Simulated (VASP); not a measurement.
# MoS2 (P6_3/mmc) in VASP: notebook

MoS2 is run at these levels: PBE; tasks: single point.

All numbers are computed with VASP 6.6.1; they aren't measurements. Logs are shortened: lines on timing, memory, paths and dates and some standing lists are left out, and cuts for length are marked.

## (1) The cell of the first run

The structure is hexagonal, space group P6_3/mmc (No. 194). The conventional cell has a = 3.140 Å, b = 3.140 Å, c = 12.530 Å, α = 90.00°, β = 90.00°, γ = 120.00°. Mo (site symmetry -6m2) has 6 S at 2.40 Å and 6 Mo at 3.14 Å within 3.2 Å. S (site symmetry 3m) has 3 Mo at 2.40 Å and 7 S at 3.14 to 3.15 Å within 3.2 Å.

## (2) Single point, PBE, collinear spin

INCAR

```
SYSTEM = MoS2
PREC = Accurate
ENCUT = 500
EDIFF = 1E-6
ISMEAR = -1
SIGMA = 0.02
LREAL = .False.
LASPH = .True.
NELM = 200
ALGO = Normal
ISIF = 2
LWAVE = .False.
LCHARG = .False.
ISPIN = 2
MAGMOM = 2 2 0 0 0 0
LORBIT = 11
LMAXMIX = 4
GGA = PE
NBANDS = 39
GGA_COMPAT = .False.
```

KPOINTS

```
Automatic mesh
0
Gamma
  16 16 4
  0 0 0
```

POSCAR

```
MoS2
1.0
    3.1400000000      0.0000000000      0.0000000000
   -1.5700000000      2.7193197679      0.0000000000
    0.0000000000      0.0000000000     12.5300000000
Mo S
2 4
Direct
    0.3333333333      0.6666666667      0.2500000000
    0.6666666667      0.3333333333      0.7500000000
    0.3333333333      0.6666666667      0.6244606484
    0.6666666667      0.3333333333      0.1244606484
    0.3333333333      0.6666666667      0.8755393516
    0.6666666667      0.3333333333      0.3755393516
```

Potentials or basis: VASP PAW PBE potentials, release 64 (Mo_sv, S).

Launch:

```bash
cat potpaw_PBE.64/Mo_sv/POTCAR potpaw_PBE.64/S/POTCAR > POTCAR
mpirun -np 1 vasp_std > vasp.out
```

OUTCAR:

```text
SYSTEM = MoS2
   PREC = Accurate
   ENCUT = 500
   EDIFF = 1E-6
   ISMEAR = -1
   LREAL = .False.
   LASPH = .True.
   NELM = 200
   ISIF = 2
   ISPIN = 2
   LORBIT = 11
   GGA = PE

 ion  position               nearest neighbor table
   1  0.333  0.667  0.250-   4 2.40   6 2.40   4 2.40   6 2.40   4 2.40   6 2.40
   2  0.667  0.333  0.750-   3 2.40   5 2.40   3 2.40   5 2.40   3 2.40   5 2.40
   3  0.333  0.667  0.624-   2 2.40   2 2.40   2 2.40
   4  0.667  0.333  0.124-   1 2.40   1 2.40   1 2.40
   5  0.333  0.667  0.876-   2 2.40   2 2.40   2 2.40
   6  0.667  0.333  0.376-   1 2.40   1 2.40   1 2.40

  LATTYP: Found a hexagonal cell.
 ALAT       =     3.1400000000
 C/A-ratio  =     3.9904458599

  Lattice vectors:

 A1 = (   3.1400000000,   0.0000000000,   0.0000000000)
 A2 = (  -1.5700000000,   2.7193197679,   0.0000000000)
 A3 = (   0.0000000000,   0.0000000000,  12.5300000000)

Analysis of symmetry for initial positions (statically):
=====================================================================
 Subroutine PRICEL returns:
 Original cell was already a primitive cell.

 Routine SETGRP: Setting up the symmetry group for a
 hexagonal supercell.

 Subroutine GETGRP returns: Found 24 space group operations
 (whereof 12 operations were pure point group operations)
 out of a pool of 24 trial point group operations.

The static configuration has the point symmetry D_3d.
 The point group associated with its full space group is D_6h.

Analysis of symmetry for dynamics (positions and initial velocities):
=====================================================================
 Subroutine PRICEL returns:
 Original cell was already a primitive cell.

 Routine SETGRP: Setting up the symmetry group for a
 hexagonal supercell.

 Subroutine GETGRP returns: Found 24 space group operations
 (whereof 12 operations were pure point group operations)
 out of a pool of 24 trial point group operations.

The dynamic configuration has the point symmetry D_3d.
 The point group associated with its full space group is D_6h.

Analysis of structural, dynamic, and magnetic symmetry:
=====================================================================
 Subroutine PRICEL returns:
 Original cell was already a primitive cell.

 Routine SETGRP: Setting up the symmetry group for a
 hexagonal supercell.

 Subroutine GETGRP returns: Found 24 space group operations
[... 143 lines left out ...]
 spin polarized calculation
  energy-cutoff  :      500.00
  volume of cell :      106.99
 maximum number of plane-waves:      2744
 NGX is ok and might be reduce to    24
   NGX = 11   NGY = 11   NGZ = 45

 number of electron      52.0000004 magnetization       0.0004548

 Free energy of the ion-electron system (eV)
  ---------------------------------------------------
  ext. energy  EPLUGINS =         0.00000000
  ---------------------------------------------------
  free energy    TOTEN  =       -43.60271708 eV

  energy without entropy =      -43.60271708  energy(sigma->0) =      -43.60271708

 E-fermi :   7.8677     XC(G=0): -10.7983

 val. band max:        7.3732375159   @ k =   0.0000   0.0000   0.0000
 cond. band min:       8.3795029867   @ k =   0.1875   0.1875   0.0000
 fundamental gap:      1.0062654708
 Fermi energy:         7.8676819672

 spin component 1

 k-point     1 :       0.0000    0.0000    0.0000
  band No.  band energies     occupation
      1     -53.9800      1.00000
      2     -53.9800      1.00000
      3     -28.1492      1.00000
      4     -28.1492      1.00000
      5     -27.8935      1.00000
      6     -27.8935      1.00000
[... 973 lines left out ...]
     37      15.4396      0.00000
     38      15.9028      0.00000

 [... further k-points ...]

 spin component 2

 k-point     1 :       0.0000    0.0000    0.0000
  band No.  band energies     occupation
      1     -53.9800      1.00000
      2     -53.9800      1.00000
      3     -28.1493      1.00000
      4     -28.1492      1.00000
      5     -27.8936      1.00000
      6     -27.8936      1.00000
[... 973 lines left out ...]
     37      15.4398      0.00000
     38      15.9029      0.00000

 [... further k-points ...]

 [bands above 38 left out]

------------------------ aborting loop because EDIFF is reached ----------------------------------------

  FORCE on cell =-STRESS in cart. coord.  units (eV):
  Direction    XX          YY          ZZ          XY          YZ          ZX
  --------------------------------------------------------------------------------------
  -------------------------------------------------------------------------------------
  Total        2.9163770      2.9163770      1.4024841      0.0000000      0.0000000      0.0000000
  in kB       43.6730224     43.6730224     21.0023324      0.0000000      0.0000000      0.0000000
  external PRESSURE =      36.1161257 kB  Pullay stress =       0.0000000 kB

 VOLUME and BASIS-vectors are now :
 -----------------------------------------------------------------------------
  energy-cutoff  :      500.00
  volume of cell :      106.99
      direct lattice vectors                 reciprocal lattice vectors
     3.140000000  0.000000000  0.000000000     0.318471338  0.183869512  0.000000000
    -1.570000000  2.719319768  0.000000000     0.000000000  0.367739025  0.000000000
     0.000000000  0.000000000 12.530000000     0.000000000  0.000000000  0.079808460

 POSITION                                       TOTAL-FORCE (eV/Angst)
 -----------------------------------------------------------------------------------
     -0.00000      1.81288      3.13250         0.000000     -0.000000      0.000000
      1.57000      0.90644      9.39750        -0.000000      0.000000      0.000000
     -0.00000      1.81288      7.82449         0.000000     -0.000000      0.012927
      1.57000      0.90644      1.55949        -0.000000     -0.000000      0.012927
     -0.00000      1.81288     10.97051         0.000000      0.000000     -0.012927
      1.57000      0.90644      4.70551        -0.000000     -0.000000     -0.012927
 -----------------------------------------------------------------------------------
    total drift:                               -0.000000      0.000000     -0.000000

  FREE ENERGIE OF THE ION-ELECTRON SYSTEM (eV)
  ---------------------------------------------------
  free  energy   TOTEN  =       -43.6027170848 eV

  energy  without entropy=      -43.6027170848  energy(sigma->0) =      -43.60271708

 total charge

# of ion       s       p       d       tot
------------------------------------------
    1        2.294   6.226   3.965  12.485
    2        2.294   6.226   3.965  12.485
    3        1.365   2.343   0.000   3.708
    4        1.365   2.343   0.000   3.708
    5        1.365   2.343   0.000   3.708
    6        1.365   2.343   0.000   3.708
--------------------------------------------------
tot         10.049  21.824   7.930  39.802

 magnetization (x)

# of ion       s       p       d       tot
------------------------------------------
    1       -0.000  -0.000  -0.000  -0.000
    2       -0.000  -0.000  -0.000  -0.000
    3       -0.000   0.000   0.000   0.000
    4       -0.000   0.000   0.000   0.000
    5       -0.000   0.000   0.000   0.000
    6       -0.000   0.000   0.000   0.000
--------------------------------------------------
tot         -0.000   0.000  -0.000  -0.000
```

stdout:

```text
POSCAR found type information on POSCAR MoS
 POSCAR found :  2 types and       6 ions
 scaLAPACK will be used
 LDA part: xc-table for (Slater+PW92), standard interpolation
 POSCAR, INCAR and KPOINTS ok, starting setup
 FFT: planning ... GRIDC
 FFT: planning ... GRID_SOFT
 FFT: planning ... GRID
 WAVECAR not read
 entering main loop
```

It took 12 min on 1 thread of Intel Xeon Platinum 8488C (Sapphire Rapids), shared host; peak memory 0.6 GiB.

What came out:

```
Free energy                                           : -43.6027 eV
Pressure                                              : 3.6 GPa
Largest force                                         : 0.013 eV/Å
Band gap on the k mesh                                : 1.01 eV (least direct gap 1.85 eV)
Net moment                                            : 0.00 μB per cell
Valence electrons inside the program's atomic spheres : Mo 12.48; S 3.71
```

Forces on the atoms (eV/Å):
```
Mo   0.000  0.000  0.000
Mo   0.000  0.000  0.000
S    0.000  0.000  0.013
S    0.000  0.000  0.013
S    0.000  0.000 -0.013
S    0.000  0.000 -0.013
```

Stress tensor (GPa, compression positive):
```
4.37 0.00 0.00
0.00 4.37 0.00
0.00 0.00 2.10
```

Levels at points of the mesh, in eV from the valence-band top:
Spin up:
| k point | band 24 | band 25 | band 26 | band 27 | band 28 | band 29 |
| --- | --- | --- | --- | --- | --- | --- |
| (0.00, 0.00, 0.00) | -1.27 | -1.12 | 0.00 | 2.31 | 2.31 | 2.34 |
| (0.50, 0.00, 0.00) | -1.33 | -1.26 | -1.18 | 1.85 | 1.89 | 2.22 |
| (0.00, 0.00, 0.50) | -1.95 | -0.28 | -0.28 | 2.32 | 2.32 | 2.32 |
| (0.50, 0.00, 0.50) | -1.42 | -1.22 | -1.22 | 1.87 | 1.87 | 2.36 |
Spin down:
```csv
k point,band 23,band 24,band 25,band 26,band 27,band 28,band 29,band 30
"(0.00, 0.00, 0.00)",-1.93,-1.27,-1.12,0.00,2.31,2.31,2.34,2.34
"(0.50, 0.00, 0.00)",-1.50,-1.33,-1.26,-1.18,1.85,1.89,2.22,2.49
"(0.00, 0.00, 0.50)",-1.95,-1.95,-0.28,-0.28,2.32,2.32,2.32,2.32
"(0.50, 0.00, 0.50)",-1.42,-1.42,-1.22,-1.22,1.87,1.87,2.36,2.36
```

Caveat: the cell stands under pressure; this functional lacks dispersion, which binds layers or chains, so the pressure and a relaxed spacing across them are unreliable. A k mesh can miss the band edges.

## (3) Single point, PBE, collinear spin (z stretched by +1 %, then relaxed in part)

INCAR

```
PREC = Accurate ; ENCUT = 500
EDIFF = 1E-6 ; ISMEAR = -1
SIGMA = 0.02 ; LREAL = False
LASPH = True ; NELM = 200
ALGO = Normal ; ISIF = 2
LWAVE = False ; LCHARG = False
ISPIN = 2 ; MAGMOM = 2 2 0 0 0 0
LORBIT = 11 ; LMAXMIX = 4
GGA = PE ; NBANDS = 39
GGA_COMPAT = False
```

KPOINTS

```
regular mesh
0
Gamma
  16 16 4
```

POSCAR

```
MoS2
1.0
    3.1400000000      0.0000000000      0.0000000000
   -1.5700000000      2.7193197679      0.0000000000
    0.0000000000      0.0000000000     12.6553000000
Mo S
2 4
Direct
    0.3333333333      0.6666666667      0.2500000000
    0.6666666667      0.3333333333      0.7500000000
    0.3333333333      0.6666666667      0.6256386926
    0.6666666667      0.3333333333      0.1256386926
    0.3333333333      0.6666666667      0.8743613074
    0.6666666667      0.3333333333      0.3743613074
```

Potentials or basis: VASP PAW PBE potentials, release 64 (Mo_sv, S).

Launch:

```bash
cat potpaw_PBE.64/Mo_sv/POTCAR potpaw_PBE.64/S/POTCAR > POTCAR
mpirun -np 1 vasp_std > vasp.out
```

It took 5.4 min on 1 thread of Intel Xeon 6975P-C (Granite Rapids), shared host; peak memory 0.6 GiB.

The run converged. Its results:

| Property | Result |
| --- | --- |
| Free energy | -43.6166 eV |
| Pressure | 3.4 GPa |
| Largest force | 0.012 eV/Å |
| Band gap on the k mesh | 1.06 eV (least direct gap 1.85 eV) |
| Net moment | 0.00 μB per cell |
| Valence electrons inside the program's atomic spheres | Mo 12.48; S 3.71 |

Forces in eV/Å, atoms in the order of the input:
```
Mo   0.000  0.000  0.000
Mo   0.000  0.000  0.000
S    0.000  0.000  0.012
S    0.000  0.000  0.012
S    0.000  0.000 -0.012
S    0.000  0.000 -0.012
```

Stress tensor (GPa, compression positive):
```
4.24 0.00 0.00
0.00 4.24 0.00
0.00 0.00 1.71
```

Levels at points of the mesh, in eV from the valence-band top:
Spin up:
| k point | band 24 | band 25 | band 26 | band 27 | band 28 | band 29 |
| --- | --- | --- | --- | --- | --- | --- |
| (0.00, 0.00, 0.00) | -1.31 | -1.07 | 0.00 | 2.36 | 2.36 | 2.38 |
| (0.50, 0.00, 0.00) | -1.30 | -1.21 | -1.14 | 1.90 | 1.93 | 2.27 |
| (0.00, 0.00, 0.50) | -1.90 | -0.28 | -0.28 | 2.36 | 2.36 | 2.36 |
| (0.50, 0.00, 0.50) | -1.37 | -1.17 | -1.17 | 1.91 | 1.91 | 2.40 |
Spin down:
| k point | band 24 | band 25 | band 26 | band 27 | band 28 | band 29 |
| --- | --- | --- | --- | --- | --- | --- |
| (0.00, 0.00, 0.00) | -1.31 | -1.07 | 0.00 | 2.36 | 2.36 | 2.38 |
| (0.50, 0.00, 0.00) | -1.30 | -1.21 | -1.14 | 1.90 | 1.93 | 2.27 |
| (0.00, 0.00, 0.50) | -1.90 | -0.28 | -0.28 | 2.36 | 2.36 | 2.36 |
| (0.50, 0.00, 0.50) | -1.37 | -1.17 | -1.17 | 1.91 | 1.91 | 2.40 |

Caveat: the cell differs from its parent crystal (z stretched by +1 %, then relaxed in part); the cell stands under pressure; this functional lacks dispersion, which binds layers or chains, so the pressure and a relaxed spacing across them are unreliable.
